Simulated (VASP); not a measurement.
# Ni (P6_3/mmc) in VASP: single point with PBE

Aim: the single point of Ni with PBE.

Everything below comes from runs of VASP 6.6.1. Logs are shortened: lines on timing, memory, paths and dates and some standing lists are left out, and cuts for length are marked.

## (1) The cell of the first run

The structure is hexagonal, space group P6_3/mmc (No. 194). The conventional cell has a = 2.558 Å, b = 2.558 Å, c = 4.005 Å, α = 90.00°, β = 90.00°, γ = 120.00°. Ni (site symmetry -6m2) has 12 Ni at 2.49 to 2.56 Å within 3.3 Å.

## (2) Single point, PBE

INCAR

```
  PREC = Accurate
  ENCUT = 520
  EDIFF = 1E-6
  ISMEAR = -1
  SIGMA = 0.1
  LREAL = False
  LASPH = True
  NELM = 60
  ALGO = Normal
  ISIF = 2
  LWAVE = False
  LCHARG = False
  GGA = PE
  NBANDS = 17
```

KPOINTS

```
Automatic mesh
0
Gamma
  15 15 8
```

POSCAR

```
Ni
1.0
    1.2790130000      2.2153140000      0.0000000000
   -1.2790130000      2.2153140000      0.0000000000
    0.0000000000      0.0000000000      4.0054760000
Ni
2
Direct
    0.3333300000      0.3333400000      0.2500000000
    0.6666600000      0.6666700000      0.7500000000
```

Potentials or basis: VASP PAW PBE potentials, release 64 (Ni).

On the command line:

```console
> cat potpaw_PBE.64/Ni/POTCAR > POTCAR
> mpirun -np 1 vasp_std > vasp.out
```

OUTCAR:

```text
PREC = Accurate
   ENCUT = 520
   EDIFF = 1E-6
   ISMEAR = -1
   LREAL = False
   LASPH = True
   NELM = 60
   ISIF = 2
   GGA = PE

 ion  position               nearest neighbor table
   1  0.333  0.333  0.250-   2 2.49   2 2.49   2 2.49   2 2.49   2 2.49   2 2.49
   2  0.667  0.667  0.750-   1 2.49   1 2.49   1 2.49   1 2.49   1 2.49   1 2.49

  LATTYP: Found a hexagonal cell.
 ALAT       =     2.5580247014
 C/A-ratio  =     1.5658472719

  Lattice vectors:

 A1 = (   1.2790130000,  -2.2153140000,   0.0000000000)
 A2 = (   1.2790130000,   2.2153140000,   0.0000000000)
 A3 = (   0.0000000000,   0.0000000000,   4.0054760000)

Analysis of symmetry for initial positions (statically):
=====================================================================
 Subroutine PRICEL returns:
 Original cell was already a primitive cell.

 Routine SETGRP: Setting up the symmetry group for a
 hexagonal supercell.

 Subroutine GETGRP returns: Found  8 space group operations
 (whereof  2 operations were pure point group operations)
 out of a pool of 24 trial point group operations.

The static configuration has the point symmetry C_2 .
 The point group associated with its full space group is D_2h.

Analysis of symmetry for dynamics (positions and initial velocities):
=====================================================================
 Subroutine PRICEL returns:
 Original cell was already a primitive cell.

 Routine SETGRP: Setting up the symmetry group for a
 hexagonal supercell.

 Subroutine GETGRP returns: Found  8 space group operations
 (whereof  2 operations were pure point group operations)
 out of a pool of 24 trial point group operations.

The dynamic configuration has the point symmetry C_2 .
 The point group associated with its full space group is D_2h.

 Subroutine INISYM returns: Found  8 space group operations
 (whereof  2 operations are pure point group operations),
 and found     1 'primitive' translations

----------------------------------------------------------------------------------------

                                     Primitive cell

  volume of cell :      22.6984

  direct lattice vectors                    reciprocal lattice vectors
     1.279013000  2.215314000  0.000000000     0.390926441  0.225701639  0.000000000
    -1.279013000  2.215314000  0.000000000    -0.390926441  0.225701639  0.000000000
     0.000000000  0.000000000  4.005476000     0.000000000  0.000000000  0.249658218

  length of vectors
     2.558024701  2.558024701  4.005476000     0.451403048  0.451403048  0.249658218

  position of ions in fractional coordinates (direct lattice)
     0.333330000  0.333340000  0.250000000
     0.666660000  0.666670000  0.750000000

  ion indices of the primitive-cell ions
   primitive index   ion index
                 1           1
                 2           2

----------------------------------------------------------------------------------------

 KPOINTS: Automatic mesh

Automatic generation of k-mesh.
 Grid dimensions read from file:
 generate k-points for:   15   15    8

 Generating k-lattice:

  Cartesian coordinates                     Fractional coordinates (reciprocal lattice)
     0.026061763  0.015046776  0.000000000     0.066666667 -0.000000000  0.000000000
    -0.026061763  0.015046776  0.000000000    -0.000000000  0.066666667  0.000000000
     0.000000000  0.000000000  0.031207277     0.000000000  0.000000000  0.125000000

  Length of vectors
     0.030093537  0.030093537  0.031207277

  Shift w.r.t. Gamma in fractional coordinates (k-lattice)
     0.000000000  0.000000000  0.000000000

 Subroutine IBZKPT returns following result:
 ===========================================

 Found    320 irreducible k-points:

 Following reciprocal coordinates:
            Coordinates               Weight
  0.000000  0.000000  0.000000      1.000000
  0.066667  0.000000  0.000000      4.000000
  0.066667  0.066667  0.000000      2.000000
  0.133333  0.000000  0.000000      4.000000
  0.133333  0.133333  0.000000      2.000000
  0.200000 -0.000000  0.000000      4.000000
[... 16 lines left out ...]
 -0.066667  0.200000  0.000000      4.000000
  0.333333  0.066667  0.000000      4.000000
 [... further k-points ...]
   k-points           NKPTS =    320   k-points in BZ     NKDIM =    320   number of bands    NBANDS=     17
   number of dos      NEDOS =    301   number of ions     NIONS =      2
   total plane-waves  NPLWV =  12000
   dimension x,y,z NGX =    20 NGY =   20 NGZ =   30
   dimension x,y,z NGXF=    40 NGYF=   40 NGZF=   60
   ions per type =               2
   NGX,Y,Z   is equivalent  to a cutoff of  13.00, 13.00, 12.45 a.u.
   NGXF,Y,Z  is equivalent  to a cutoff of  26.00, 26.00, 24.90 a.u.
 SYSTEM =  unknown system
   PREC   = accura    normal or accurate (medium, high low for compatibility)
   ISTART =      0    job   : 0-new  1-cont  2-samecut
   ICHARG =      2    charge: 1-file 2-atom 10-const
   ISPIN  =      1    spin polarized calculation?
   LNONCOLLINEAR =      F non collinear calculations
   LSORBIT =      F    spin-orbit coupling
   LASPH  =      T    aspherical Exc in radial PAW
   ENCUT  =  520.0 eV  38.22 Ry    6.18 a.u.   4.76  4.76  7.45*2*pi/ulx,y,z
   NELM   =     60;   NELMIN=  2; NELMDL= -5     # of ELM steps
   EDIFF  = 0.1E-05   stopping-criterion for ELM
   LREAL  =      F    real-space projection
   EDIFFG = 0.1E-04   stopping-criterion for IOM
   NSW    =      0    number of steps for IOM
   IBRION =     -1    ionic relax: 0-MD 1-quasi-New 2-CG
   NFREE  =      0    steps in history (QN), initial steepest desc. (CG)
   ISIF   =      2    stress and relaxation
   ISYM   =      2    0-nonsym 1-usesym 2-fastsym
   POTIM  = 0.5000    time-step for ionic-motion
   TEBEG  =    0.0;   TEEND  =   0.0 temperature during run
   PSTRESS=    0.0 pullay stress
   NELECT =      20.0000    total number of electrons
   NUPDOWN=      -1.0000    fix difference up-down
   EMIN   =  10.00;   EMAX   =-10.00  energy-range for DOS
   EFERMI =   0.00;   METHOD = LEGACY
   ISMEAR =    -1;   SIGMA  =   0.10  broadening in eV -4-tet -1-fermi 0-gaus
   EFERMI_NEDOS =   21; number of points for ismear=-14 and -15
   IALGO  =     38    algorithm
   IMIX   =      4    mixing-type and parameters
     AMIX     =   0.40;   BMIX     =  1.00
     AMIX_MAG =   1.60;   BMIX_MAG =  1.00
  volume/ion in A,a.u.               =      11.35        76.59
  Fermi-wavevector in a.u.,A,eV,Ry     =   1.569471  2.965871 33.514416  2.463240
  Thomas-Fermi vector in A             =   2.671349
   LORBIT       =      0    0 simple, 1 ext, 2 COOP (PROOUT), +10 PAW based schemes
   GGA     = PE    functional components
   LHFCALC =     F    Hartree Fock is set to
   AEXX    =    0.0000 exact exchange contribution
   IVDW    =     0    specifies the selected vdW correction
   LEPSILON=     F    determine dielectric tensor
   LRPA    =     F    only Hartree local field effects (RPA)
 non-spin polarized calculation
  energy-cutoff  :      520.00
  volume of cell :       22.70
 maximum number of plane-waves:       638
   NGX =  9   NGY =  9   NGZ = 15

 number of electron      19.9999995 magnetization

 Free energy of the ion-electron system (eV)
  ---------------------------------------------------
  ext. energy  EPLUGINS =         0.00000000
  ---------------------------------------------------
  free energy    TOTEN  =       -10.84742892 eV

  energy without entropy =      -10.64964217  energy(sigma->0) =      -10.74853554

 E-fermi :   8.6542     XC(G=0): -13.0033

 val. band max:        8.6517556625   @ k =   0.4667   0.4667   0.0000
 cond. band min:       8.6544161842   @ k =   0.4667  -0.4667   0.2500
 fundamental gap:      0.0026605217
 Fermi energy:         8.6541895122

 k-point     1 :       0.0000    0.0000    0.0000
  band No.  band energies     occupation
      1       0.0547      2.00000
      2       4.4895      2.00000
      3       6.9473      2.00000
      4       6.9473      2.00000
      5       7.0465      2.00000
      6       7.2518      2.00000
[... 9 lines left out ...]
     16      31.5745      0.00000
     17      33.2142      0.00000

 k-point     2 :       0.0667    0.0000    0.0000
  band No.  band energies     occupation
      1       0.2001      2.00000
      2       4.5736      2.00000
      3       6.8081      2.00000
      4       7.0084      2.00000
      5       7.1624      2.00000
      6       7.2251      2.00000
[... 9 lines left out ...]
     16      30.4814      0.00000
     17      33.8474      0.00000

 k-point     3 :       0.0667    0.0667    0.0000
  band No.  band energies     occupation
      1       0.2001      2.00000
      2       4.5736      2.00000
      3       6.8080      2.00000
      4       7.0084      2.00000
      5       7.1624      2.00000
      6       7.2251      2.00000
[... 9 lines left out ...]
     16      30.4814      0.00000
     17      33.8473      0.00000

 k-point     4 :       0.1333    0.0000    0.0000
  band No.  band energies     occupation
      1       0.6296      2.00000
      2       4.8019      2.00000
      3       6.5993      2.00000
      4       6.9590      2.00000
      5       7.1314      2.00000
      6       7.1851      2.00000
[... 9 lines left out ...]
     16      29.7997      0.00000
     17      33.1280      0.00000
[... 343 lines left out ...]
      1       1.8471      2.00000
      2       5.2576      2.00000
      3       6.1357      2.00000
      4       6.2483      2.00000
      5       6.9866      2.00000
      6       7.0182      2.00000
[... 9 lines left out ...]
     16      29.0880      0.00000
     17      29.6756      0.00000

 k-point    23 :      -0.0667    0.2000    0.0000
  band No.  band energies     occupation
      1       1.8471      2.00000
      2       5.2576      2.00000
      3       6.1357      2.00000
      4       6.2483      2.00000
      5       6.9866      2.00000
      6       7.0182      2.00000
[... 9 lines left out ...]
     16      29.0880      0.00000
     17      29.6756      0.00000

 k-point    24 :       0.3333    0.0667    0.0000
  band No.  band energies     occupation
      1       2.8096      2.00000
      2       5.3470      2.00000
      3       5.7551      2.00000
      4       6.1681      2.00000
      5       6.8596      2.00000
      6       7.0513      2.00000
[... 9 lines left out ...]
     16      26.5833      0.00000
     17      27.5466      0.00000

 [... further k-points ...]
[... 5 lines left out ...]
  --------------------------------------------------------------------------------------
  -------------------------------------------------------------------------------------
  Total       -1.3475089     -1.3474100     -0.1964293      0.0000000      0.0000000      0.0000000
  in kB      -95.1147421    -95.1077652    -13.8650798      0.0000000      0.0000000      0.0000000
  external PRESSURE =     -68.0291957 kB  Pullay stress =       0.0000000 kB

 VOLUME and BASIS-vectors are now :
 -----------------------------------------------------------------------------
  energy-cutoff  :      520.00
  volume of cell :       22.70
      direct lattice vectors                 reciprocal lattice vectors
     1.279013000  2.215314000  0.000000000     0.390926441  0.225701639  0.000000000
    -1.279013000  2.215314000  0.000000000    -0.390926441  0.225701639  0.000000000
     0.000000000  0.000000000  4.005476000     0.000000000  0.000000000  0.249658218

 POSITION                                       TOTAL-FORCE (eV/Angst)
 -----------------------------------------------------------------------------------
     -0.00001      1.47688      1.00137         0.000000     -0.000033      0.000000
     -0.00001      2.95374      3.00411         0.000000      0.000033     -0.000000
 -----------------------------------------------------------------------------------
    total drift:                               -0.000000      0.000000     -0.000000

  FREE ENERGIE OF THE ION-ELECTRON SYSTEM (eV)
  ---------------------------------------------------
  free  energy   TOTEN  =       -10.8474289186 eV

  energy  without entropy=      -10.6496421712  energy(sigma->0) =      -10.74853554
```

It took 39 s on 1 thread of Intel Xeon 6975P-C (Granite Rapids), shared host; peak memory 0.21 GiB.

What came out:

```yaml
Free_energy: -10.8474 eV
Pressure: -6.8 GPa
Band_gap_on_the_k_mesh: zero (band 10 reaches 8.71 eV, above the bottom of band 11 at 8.21 eV)
```

Caveat: the run has no spin polarisation, though such a crystal can be magnetic.
